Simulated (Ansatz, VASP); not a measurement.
Given: the input of a run of Ansatz 0.2.0 on Na.

Contents of input.yaml:

```yaml
crystal:
  lattice:
    - [-2.05536, 2.05536, 2.141]
    - [2.05536, -2.05536, 2.141]
    - [2.05536, 2.05536, -2.141]
  atoms:
    - { symbol: Na, position: [0.0, 0.0, 0.0] }
kpoints:
  mp_grid: { grid: [9, 9, 9] }
scf:
  occupations: { method: fermi_dirac, width: 0.05 }
hamiltonian:
  xc: pbesol
  pseudopotentials: { kind: all_electron, lapw: { basis_error: 0.001 } }
output:
  forces: true
  stress: true
  eigenvalues: true
```

Potentials or basis: all-electron LAPW, scalar-relativistic.

Command:

```console
$ ansatz run input.yaml --threads 1 --pin off --max-ram 3072MiB --backend cpu --events-out ev --progress --plain --runs-dir out
```

Problem. Translate it to VASP 6.6.1. Potentials there: VASP PAW PBE potentials, release 64 (Na_pv).

Solution. As run (the cutoff follows the program's own potentials):

The input INCAR:

```
ALGO = Normal
EDIFF = 1E-6
ENCUT = 500
GGA = PS
GGA_COMPAT = False
ISIF = 2
ISMEAR = -1
LASPH = True
LCHARG = True
LELF = True
LREAL = False
LVHAR = True
LWAVE = False
NBANDS = 10
NELM = 120
PREC = Accurate
SIGMA = 0.05
```

File KPOINTS:

```
k-points
0
Gamma
  9 9 9
```

The input POSCAR:

```
Na
1.0
   -2.0553600000      2.0553600000      2.1410000000
    2.0553600000     -2.0553600000      2.1410000000
    2.0553600000      2.0553600000     -2.1410000000
Na
1
Direct
    0.0000000000      0.0000000000      0.0000000000
```

Potentials or basis: VASP PAW PBE potentials, release 64 (Na_pv).

Command:

```sh
$ cat potpaw_PBE.64/Na_pv/POTCAR > POTCAR
$ mpirun -np 1 vasp_std > vasp.out
```

Both were run:

|  | VASP | Ansatz | Ansatz less VASP |
| --- | --- | --- | --- |
| gap on the k mesh at the Fermi level (eV) | none | none | - |
| pressure (GPa) | 0.0 | 0.0 | +0.04 |
| traceless stress, the component that is largest in VASP (GPa) | -0.15 | -0.15 | 0.000 |

VASP's potentials were made for PBE, not for PBEsol. A gap of «none» marks a metal or a gap that the smearing closes. Ansatz ran all-electron here, and VASP with PAW potentials.
